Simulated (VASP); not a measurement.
The system is Hf.

```xyz
2
Lattice="3.2000 0.0000 0.0000 -1.6000 2.7713 0.0000 0.0000 0.0000 5.0624" Properties=species:S:1:pos:R:3 pbc="T T T"
Hf    0.0000    1.8475    3.7968
Hf    1.6000    0.9238    1.2656
```

| Quantity | Value |
| --- | --- |
| Program | VASP 6.6.1 |
| Task | relaxation of cell and atoms |
| Functional | PBEsol |
| Potentials or basis | VASP PAW PBE potentials, release 64 (Hf_pv) |
| Cutoff | 600 eV |
| k mesh | 12 × 12 × 8 |
| Occupations | gaussian, width 0.05 eV |
| Spin | no spin polarisation |

At the start: pressure -4.4 GPa; volume 22.45 Å³/atom.

Task: Where does the relaxation end?

Result: Over 8 steps the energy falls by 13.2 meV/atom and the volume is 21.52 Å³/atom (-4.1 %); space group P6_3/mmc (No. 194, to 0.05 Å).

Step by step:
| step | energy change (eV) | largest force (eV/Å) | pressure (GPa) | volume (Å³) |
| --- | --- | --- | --- | --- |
| 1 | 0.0000 | 0.0000 | -4.44 | 44.89 |
| 2 | 0.0124 | 0.0000 | 6.20 | 40.97 |
| 3 | -0.0263 | 0.0000 | -0.04 | 43.07 |
| 4 | -0.0263 | 0.0000 | 0.05 | 43.04 |
| 5 | -0.0264 | 0.0000 | 0.06 | 43.03 |
| 6 | -0.0264 | 0.0000 | 0.06 | 43.03 |
| 7 | -0.0264 | 0.0000 | 0.06 | 43.03 |
| 8 | -0.0264 | 0.0000 | 0.07 | 43.03 |

Final structure:
```
Hf
1.0
     3.15300    0.00000    0.00000
    -1.57650    2.73058    0.00000
     0.00000    0.00000    4.99807
Hf
2
Direct
  0.33333 0.66667 0.75000
  0.66667 0.33333 0.25000
```

Caveat: the PAW data sets were made with another functional, which shifts forces and pressure a little.
